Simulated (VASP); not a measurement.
# BaTiO3 (P4/mmm) in VASP: a series of runs

BaTiO3 is run at these levels: LDA; tasks: single point.

Everything below comes from runs of VASP 6.6.1. Logs are shortened: lines on timing, memory, paths and dates and some standing lists are left out, and cuts for length are marked.

## (1) The cell of the first run

It takes space group P4/mmm (No. 123, tetragonal). Conventional cell: a = 3.943 Å, b = 3.943 Å, c = 3.924 Å, α = 90.00°, β = 90.00°, γ = 90.00°. Within 3.7 Å of Ba (site symmetry 4/mmm) lie 12 O at 2.78 to 2.79 Å and 8 Ti at 3.41 Å. Ti (site symmetry 4/mmm) has 6 O at 1.96 to 1.97 Å within 2.6 Å. O (site symmetry 4/mmm) has 2 Ti at 1.96 Å within 2.6 Å. O (site symmetry mmm) has 2 Ti at 1.97 Å within 2.6 Å.

## (2) Single point, LDA

File INCAR:

```
ALGO     = Normal         # electronic algorithm
EDIFF    = 1E-6           # SCF threshold, eV
ENCUT    = 600            # plane-wave cutoff, eV
GGA      = CA             # functional
GGA_COMPAT= False        
ISIF     = 2              # what is computed and relaxed
ISMEAR   = 0              # smearing method
LASPH    = True           # aspherical terms in the spheres
LCHARG   = True           # write CHGCAR
LELF     = True           # ELF
LREAL    = False          # projectors in reciprocal space
LVHAR    = True         
LWAVE    = False          # write WAVECAR
NBANDS   = 28             # bands
NELM     = 120            # most SCF steps
PREC     = Accurate       # precision mode
SIGMA    = 0.1            # smearing width, eV
```

File KPOINTS:

```
k-points
0
Gamma
  6 6 6
```

File POSCAR:

```
BaTiO3
1.0
    3.9433016547      0.0000000000      0.0000000000
    0.0000000000      3.9433016547      0.0000000000
    0.0000000000      0.0000000000      3.9242327389
Ba Ti O
1 1 3
Direct
    0.0000000000      0.0000000000      0.0000000000
    0.5000000000      0.5000000000      0.5000000000
    0.5000000000      0.5000000000      0.0000000000
    0.5000000000      0.0000000000      0.5000000000
    0.0000000000      0.5000000000      0.5000000000
```

Potentials or basis: VASP PAW LDA potentials, release 64 (Ba_sv, Ti_sv, O).

Command:

```bash
$ cat potpaw_LDA.64/Ba_sv/POTCAR potpaw_LDA.64/Ti_sv/POTCAR potpaw_LDA.64/O/POTCAR > POTCAR
$ mpirun -np 1 vasp_std > vasp.out
```

OUTCAR:

```text
EDIFF = 1E-6
   ENCUT = 600
   GGA = CA
   ISIF = 2
   ISMEAR = 0
   LASPH = True
   LREAL = False
   NELM = 120
   PREC = Accurate

 ion  position               nearest neighbor table
   1  0.000  0.000  0.000-   4 2.78   5 2.78   4 2.78   5 2.78   5 2.78   5 2.78   4 2.78   4 2.78
                             3 2.79   3 2.79   3 2.79   3 2.79   2 3.41   2 3.41   2 3.41   2 3.41
   2  0.500  0.500  0.500-   3 1.96   3 1.96   5 1.97   4 1.97   4 1.97   5 1.97   1 3.41   1 3.41
                             1 3.41   1 3.41   1 3.41   1 3.41   1 3.41   1 3.41
   3  0.500  0.500  0.000-   2 1.96   2 1.96   1 2.79   1 2.79   1 2.79   1 2.79
   4  0.500  0.000  0.500-   2 1.97   2 1.97   1 2.78   1 2.78   1 2.78   1 2.78
   5  0.000  0.500  0.500-   2 1.97   2 1.97   1 2.78   1 2.78   1 2.78   1 2.78

  LATTYP: Found a simple tetragonal cell.
 ALAT       =     3.9433016547
 C/A-ratio  =     0.9951642260

  Lattice vectors:

 A1 = (   3.9433016547,   0.0000000000,   0.0000000000)
 A2 = (   0.0000000000,   3.9433016547,   0.0000000000)
 A3 = (   0.0000000000,   0.0000000000,   3.9242327389)

Analysis of symmetry for initial positions (statically):
=====================================================================
 Subroutine PRICEL returns:
 Original cell was already a primitive cell.

 Routine SETGRP: Setting up the symmetry group for a
 simple tetragonal supercell.

 Subroutine GETGRP returns: Found 16 space group operations
 (whereof 16 operations were pure point group operations)
 out of a pool of 16 trial point group operations.

The static configuration has the point symmetry D_4h.

Analysis of symmetry for dynamics (positions and initial velocities):
=====================================================================
 Subroutine PRICEL returns:
 Original cell was already a primitive cell.

 Routine SETGRP: Setting up the symmetry group for a
 simple tetragonal supercell.

 Subroutine GETGRP returns: Found 16 space group operations
 (whereof 16 operations were pure point group operations)
 out of a pool of 16 trial point group operations.

The dynamic configuration has the point symmetry D_4h.

 Subroutine INISYM returns: Found 16 space group operations
 (whereof 16 operations are pure point group operations),
 and found     1 'primitive' translations

----------------------------------------------------------------------------------------

                                     Primitive cell

  volume of cell :      61.0204

  direct lattice vectors                    reciprocal lattice vectors
     3.943301655  0.000000000  0.000000000     0.253594599  0.000000000  0.000000000
     0.000000000  3.943301655  0.000000000     0.000000000  0.253594599  0.000000000
     0.000000000  0.000000000  3.924232739     0.000000000  0.000000000  0.254826884

  length of vectors
     3.943301655  3.943301655  3.924232739     0.253594599  0.253594599  0.254826884

  position of ions in fractional coordinates (direct lattice)
     0.000000000  0.000000000  0.000000000
     0.500000000  0.500000000  0.500000000
     0.500000000  0.500000000  0.000000000
     0.500000000  0.000000000  0.500000000
     0.000000000  0.500000000  0.500000000

  ion indices of the primitive-cell ions
   primitive index   ion index
                 1           1
                 2           2
                 3           3
                 4           4
                 5           5

----------------------------------------------------------------------------------------

 KPOINTS: k-points

Automatic generation of k-mesh.
 Grid dimensions read from file:
 generate k-points for:    6    6    6

 Generating k-lattice:

  Cartesian coordinates                     Fractional coordinates (reciprocal lattice)
     0.042265766  0.000000000  0.000000000     0.166666667  0.000000000  0.000000000
     0.000000000  0.042265766  0.000000000     0.000000000  0.166666667  0.000000000
     0.000000000  0.000000000  0.042471147     0.000000000  0.000000000  0.166666667

  Length of vectors
     0.042265766  0.042265766  0.042471147

  Shift w.r.t. Gamma in fractional coordinates (k-lattice)
     0.000000000  0.000000000  0.000000000

 Subroutine IBZKPT returns following result:
 ===========================================

 Found     40 irreducible k-points:

 Following reciprocal coordinates:
            Coordinates               Weight
  0.000000  0.000000  0.000000      1.000000
  0.166667  0.000000  0.000000      4.000000
  0.333333  0.000000  0.000000      4.000000
  0.500000  0.000000  0.000000      2.000000
  0.166667  0.166667  0.000000      4.000000
  0.333333  0.166667  0.000000      8.000000
[... 16 lines left out ...]
  0.333333  0.000000  0.333333      8.000000
  0.500000  0.000000  0.333333      4.000000
 [... further k-points ...]
   k-points           NKPTS =     40   k-points in BZ     NKDIM =     40   number of bands    NBANDS=     28
   number of dos      NEDOS =    301   number of ions     NIONS =      5
   total plane-waves  NPLWV =  32768
   dimension x,y,z NGX =    32 NGY =   32 NGZ =   32
   dimension x,y,z NGXF=    64 NGYF=   64 NGZF=   64
   ions per type =               1   1   3
   NGX,Y,Z   is equivalent  to a cutoff of  13.49, 13.49, 13.56 a.u.
   NGXF,Y,Z  is equivalent  to a cutoff of  26.98, 26.98, 27.11 a.u.
 SYSTEM =  unknown system
   PREC   = accura    normal or accurate (medium, high low for compatibility)
   ISTART =      0    job   : 0-new  1-cont  2-samecut
   ICHARG =      2    charge: 1-file 2-atom 10-const
   ISPIN  =      1    spin polarized calculation?
   LNONCOLLINEAR =      F non collinear calculations
   LSORBIT =      F    spin-orbit coupling
   LASPH  =      T    aspherical Exc in radial PAW
   ENCUT  =  600.0 eV  44.10 Ry    6.64 a.u.   7.88  7.88  7.84*2*pi/ulx,y,z
   NELM   =    120;   NELMIN=  2; NELMDL= -5     # of ELM steps
   EDIFF  = 0.1E-05   stopping-criterion for ELM
   LREAL  =      F    real-space projection
   EDIFFG = 0.1E-04   stopping-criterion for IOM
   NSW    =      0    number of steps for IOM
   IBRION =     -1    ionic relax: 0-MD 1-quasi-New 2-CG
   NFREE  =      0    steps in history (QN), initial steepest desc. (CG)
   ISIF   =      2    stress and relaxation
   ISYM   =      2    0-nonsym 1-usesym 2-fastsym
   POTIM  = 0.5000    time-step for ionic-motion
   TEBEG  =    0.0;   TEEND  =   0.0 temperature during run
   PSTRESS=    0.0 pullay stress
   NELECT =      40.0000    total number of electrons
   NUPDOWN=      -1.0000    fix difference up-down
   EMIN   =  10.00;   EMAX   =-10.00  energy-range for DOS
   EFERMI =   0.00;   METHOD = LEGACY
   ISMEAR =     0;   SIGMA  =   0.10  broadening in eV -4-tet -1-fermi 0-gaus
   EFERMI_NEDOS =   21; number of points for ismear=-14 and -15
   IALGO  =     38    algorithm
   IMIX   =      4    mixing-type and parameters
     AMIX     =   0.40;   BMIX     =  1.00
     AMIX_MAG =   1.60;   BMIX_MAG =  1.00
  volume/ion in A,a.u.               =      12.20        82.36
  Fermi-wavevector in a.u.,A,eV,Ry     =   1.422121  2.687419 27.516809  2.022428
  Thomas-Fermi vector in A             =   2.542858
   LORBIT       =      0    0 simple, 1 ext, 2 COOP (PROOUT), +10 PAW based schemes
   GGA     = CA    functional components
   LHFCALC =     F    Hartree Fock is set to
   AEXX    =    0.0000 exact exchange contribution
   IVDW    =     0    specifies the selected vdW correction
   LEPSILON=     F    determine dielectric tensor
   LRPA    =     F    only Hartree local field effects (RPA)
 non-spin polarized calculation
 Gauss-broadening in eV      SIGMA  =   0.10
  energy-cutoff  :      600.00
  volume of cell :       61.02
 maximum number of plane-waves:      2048
 NGX is ok and might be reduce to    32
   NGX = 15   NGY = 15   NGZ = 15

 number of electron      39.9999974 magnetization

 Free energy of the ion-electron system (eV)
  ---------------------------------------------------
  ext. energy  EPLUGINS =         0.00000000
  ---------------------------------------------------
  free energy    TOTEN  =       -44.15681266 eV

  energy without entropy =      -44.15681266  energy(sigma->0) =      -44.15681266

 E-fermi :   4.4684     XC(G=0): -11.9925

 val. band max:        3.9246643672   @ k =   0.5000   0.5000   0.5000
 cond. band min:       5.6608937538   @ k =   0.0000   0.0000   0.0000
 fundamental gap:      1.7362293866
 Fermi energy:         4.4684047617

 k-point     1 :       0.0000    0.0000    0.0000
  band No.  band energies     occupation
      1     -51.7584      2.00000
      2     -28.4067      2.00000
      3     -28.4022      2.00000
      4     -28.4022      2.00000
      5     -20.6387      2.00000
      6     -12.7695      2.00000
[... 20 lines left out ...]
     27       8.8994      0.00000
     28      11.6872      0.00000

 k-point     2 :       0.1667    0.0000    0.0000
  band No.  band energies     occupation
      1     -51.7580      2.00000
      2     -28.4194      2.00000
      3     -28.4060      2.00000
      4     -28.4015      2.00000
      5     -20.5996      2.00000
      6     -12.8195      2.00000
[... 20 lines left out ...]
     27       9.4736      0.00000
     28      12.3569      0.00000

 k-point     3 :       0.3333    0.0000    0.0000
  band No.  band energies     occupation
      1     -51.7573      2.00000
      2     -28.4534      2.00000
      3     -28.4046      2.00000
      4     -28.4001      2.00000
      5     -20.5193      2.00000
      6     -13.0180      2.00000
[... 20 lines left out ...]
     27      10.8234      0.00000
     28      12.3893      0.00000

 k-point     4 :       0.5000    0.0000    0.0000
  band No.  band energies     occupation
      1     -51.7569      2.00000
      2     -28.4703      2.00000
      3     -28.4039      2.00000
      4     -28.3994      2.00000
      5     -20.4780      2.00000
      6     -13.1369      2.00000
[... 20 lines left out ...]
     27      11.6862      0.00000
     28      12.2781      0.00000

 k-point     5 :       0.1667    0.1667    0.0000
  band No.  band energies     occupation
      1     -51.7576      2.00000
      2     -28.4191      2.00000
      3     -28.4180      2.00000
      4     -28.4053      2.00000
      5     -20.5642      2.00000
      6     -12.8086      2.00000
[... 20 lines left out ...]
     27      10.0312      0.00000
     28      12.5216      0.00000

 k-point     6 :       0.3333    0.1667    0.0000
  band No.  band energies     occupation
      1     -51.7569      2.00000
      2     -28.4523      2.00000
      3     -28.4168      2.00000
      4     -28.4040      2.00000
      5     -20.4915      2.00000
      6     -12.9066      2.00000
[... 463 lines left out ...]
      5     -20.5156      2.00000
      6     -12.9986      2.00000
[... 20 lines left out ...]
     27      10.8322      0.00000
     28      12.3622      0.00000

 k-point    22 :       0.1667    0.0000    0.3333
  band No.  band energies     occupation
      1     -51.7568      2.00000
      2     -28.4598      2.00000
      3     -28.4167      2.00000
      4     -28.3993      2.00000
      5     -20.4880      2.00000
      6     -12.8853      2.00000
[... 20 lines left out ...]
     27      11.3646      0.00000
     28      12.7822      0.00000

 k-point    23 :       0.3333    0.0000    0.3333
  band No.  band energies     occupation
      1     -51.7561      2.00000
      2     -28.4575      2.00000
      3     -28.4498      2.00000
      4     -28.3980      2.00000
      5     -20.4314      2.00000
      6     -12.6946      2.00000
[... 20 lines left out ...]
     27      12.7049      0.00000
     28      12.7663      0.00000

 k-point    24 :       0.5000    0.0000    0.3333
  band No.  band energies     occupation
      1     -51.7558      2.00000
      2     -28.4663      2.00000
      3     -28.4564      2.00000
      4     -28.3973      2.00000
      5     -20.4026      2.00000
      6     -12.6435      2.00000
[... 20 lines left out ...]
     27      12.3901      0.00000
     28      13.7485      0.00000

 [... further k-points ...]

------------------------ aborting loop because EDIFF is reached ----------------------------------------

  FORCE on cell =-STRESS in cart. coord.  units (eV):
  Direction    XX          YY          ZZ          XY          YZ          ZX
  --------------------------------------------------------------------------------------
  -------------------------------------------------------------------------------------
  Total        0.6068404      0.6068404      1.0472715      0.0000000     -0.0000000      0.0000000
  in kB       15.9334685     15.9334685     27.4976198      0.0000000     -0.0000000      0.0000000
  external PRESSURE =      19.7881856 kB  Pullay stress =       0.0000000 kB

 VOLUME and BASIS-vectors are now :
 -----------------------------------------------------------------------------
  energy-cutoff  :      600.00
  volume of cell :       61.02
      direct lattice vectors                 reciprocal lattice vectors
     3.943301655  0.000000000  0.000000000     0.253594599  0.000000000  0.000000000
     0.000000000  3.943301655  0.000000000     0.000000000  0.253594599  0.000000000
     0.000000000  0.000000000  3.924232739     0.000000000  0.000000000  0.254826884

 POSITION                                       TOTAL-FORCE (eV/Angst)
 -----------------------------------------------------------------------------------
      0.00000      0.00000      0.00000         0.000000      0.000000      0.000000
      1.97165      1.97165      1.96212         0.000000      0.000000      0.000000
      1.97165      1.97165      0.00000         0.000000      0.000000      0.000000
      1.97165      0.00000      1.96212         0.000000      0.000000      0.000000
      0.00000      1.97165      1.96212         0.000000      0.000000      0.000000
 -----------------------------------------------------------------------------------
    total drift:                                0.000000     -0.000000     -0.000000

  FREE ENERGIE OF THE ION-ELECTRON SYSTEM (eV)
  ---------------------------------------------------
  free  energy   TOTEN  =       -44.1568126553 eV

  energy  without entropy=      -44.1568126553  energy(sigma->0) =      -44.15681266
```

Wall time 78 s (1 thread of Intel Xeon 8259CL, shared host); peak memory 0.21 GiB.

Results:

```yaml
Free_energy: -44.1568 eV
Pressure: 2.0 GPa
Band_gap_on_the_k_mesh: 1.74 eV (least direct gap 1.82 eV)
```

Caveat: spin-orbit coupling is left out, which moves the levels of the heavy elements. A k mesh can miss the band edges.

## (3) Single point, LDA

File INCAR:

```
PREC = Accurate ; ENCUT = 600
EDIFF = 1E-6 ; ISMEAR = 0
SIGMA = 0.02 ; LREAL = F
LASPH = T ; NELM = 120
ALGO = Normal ; ISIF = 2
LWAVE = F ; LCHARG = F
NBANDS = 28 ; GGA_COMPAT = F
```

File KPOINTS:

```
regular mesh
0
Gamma
  8 8 8
```

Edit POSCAR of step 2 so:

```diff
@@ -4,3 +4,3 @@
     0.0000000000      3.9433016547      0.0000000000
-    0.0000000000      0.0000000000      3.9242327389
+    0.0000000000      0.0000000000      3.9283626171
 Ba Ti O
```

Potentials or basis: VASP PAW LDA potentials, release 64 (Ba_sv, Ti_sv, O).

Command:

```bash
$ cat potpaw_LDA.64/Ba_sv/POTCAR potpaw_LDA.64/Ti_sv/POTCAR potpaw_LDA.64/O/POTCAR > POTCAR
$ mpirun -np 1 vasp_std > vasp.out
```

OUTCAR:

```text
PREC = Accurate
   ENCUT = 600
   EDIFF = 1E-6
   ISMEAR = 0
   LREAL = F
   LASPH = T
   NELM = 120
   ISIF = 2

 ion  position               nearest neighbor table
   1  0.000  0.000  0.000-   4 2.78   5 2.78   4 2.78   5 2.78   5 2.78   5 2.78   4 2.78   4 2.78
                             3 2.79   3 2.79   3 2.79   3 2.79   2 3.41   2 3.41   2 3.41   2 3.41
   2  0.500  0.500  0.500-   3 1.96   3 1.96   5 1.97   4 1.97   4 1.97   5 1.97   1 3.41   1 3.41
[... 954 lines left out ...]
  -------------------------------------------------------------------------------------
  Total        0.5605207      0.5605207      0.9035417      0.0000000      0.0000000      0.0000000
  in kB       14.7018041     14.7018041     23.6988462      0.0000000      0.0000000      0.0000000
  external PRESSURE =      17.7008181 kB  Pullay stress =       0.0000000 kB

 VOLUME and BASIS-vectors are now :
 -----------------------------------------------------------------------------
  energy-cutoff  :      600.00
  volume of cell :       61.08
      direct lattice vectors                 reciprocal lattice vectors
     3.943301655  0.000000000  0.000000000     0.253594599  0.000000000  0.000000000
     0.000000000  3.943301655  0.000000000     0.000000000  0.253594599  0.000000000
     0.000000000  0.000000000  3.928362617     0.000000000  0.000000000  0.254558985

 POSITION                                       TOTAL-FORCE (eV/Angst)
 -----------------------------------------------------------------------------------
      0.00000      0.00000      0.00000         0.000000      0.000000      0.000000
      1.97165      1.97165      1.96418         0.000000      0.000000      0.000000
      1.97165      1.97165      0.00000         0.000000      0.000000      0.000000
      1.97165      0.00000      1.96418         0.000000      0.000000      0.000000
      0.00000      1.97165      1.96418         0.000000      0.000000      0.000000
 -----------------------------------------------------------------------------------
    total drift:                                0.000000     -0.000000     -0.000000

  FREE ENERGIE OF THE ION-ELECTRON SYSTEM (eV)
  ---------------------------------------------------
  free  energy   TOTEN  =       -44.1585511425 eV

  energy  without entropy=      -44.1585511425  energy(sigma->0) =      -44.15855114
```

stdout:

```text
POSCAR found type information on POSCAR BaTiO
 POSCAR found :  3 types and       5 ions
 scaLAPACK will be used
 LDA part: xc-table for (Slater(with rela. corr.)+CA(PZ))
 , standard interpolation
 POSCAR, INCAR and KPOINTS ok, starting setup
 FFT: planning ... GRIDC
 FFT: planning ... GRID_SOFT
 FFT: planning ... GRID
 WAVECAR not read
 entering main loop
```

Run time: 2.5 min. Hardware: 1 thread of Intel Xeon 8259CL, shared host; peak memory 0.27 GiB.

What came out:

* Free energy: -44.1586 eV
* Pressure: 1.8 GPa
* Band gap on the k mesh: 1.74 eV (least direct gap 1.83 eV)

Caveat: spin-orbit coupling is left out, which moves the levels of the heavy elements. A k mesh can miss the band edges.

(Part 1 of 2 ends here.)
